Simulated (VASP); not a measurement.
Input of a VASP 6.6.1 run:

Contents of INCAR:

```
SYSTEM = Cu
PREC = Accurate ; ENCUT = 520
EDIFF = 1E-6 ; ISMEAR = -1
SIGMA = 0.1 ; LREAL = .FALSE.
LASPH = .TRUE. ; NELM = 80
ALGO = Normal ; ISIF = 2
LWAVE = .FALSE. ; LCHARG = .FALSE.
NBANDS = 30
```

File KPOINTS:

```
Automatic mesh
0
G
  7 7 2
  0 0 0
```

Contents of POSCAR:

```
Cu
1.0
    2.5307600000      0.0000000000      0.0000000000
   -1.2653800000      2.1917100000      0.0000000000
    0.0000000000      0.0000000000      8.2618200000
Cu
4
Direct
    0.9952300000      0.0002200000      0.9983600000
    0.3277700000      0.6622900000      0.2501700000
    0.0056100000      0.0010200000      0.4991700000
    0.6601900000      0.3208400000      0.7525007741
```

Potentials or basis: VASP PAW LDA potentials, release 64 (Cu).

Run with:

```console
$ cat potpaw_LDA.64/Cu/POTCAR > POTCAR
$ mpirun -np 1 vasp_std > vasp.out
```

Problem. What does it give for the largest force?

Solution. 0.225 eV/Å.

Problem. Estimate the band gap on the k mesh.

Solution. Zero (band 22 reaches 10.16 eV, above the bottom of band 23 at 5.87 eV).

Problem. Predict the pressure.

Solution. -7.7 GPa.

Forces on the atoms (eV/Å):
```
Cu   0.013 -0.031  0.176
Cu   0.012  0.018 -0.064
Cu  -0.025 -0.029  0.108
Cu   0.000  0.042 -0.221
```

Caveat: the k points lie up to 0.41 Å⁻¹ apart.
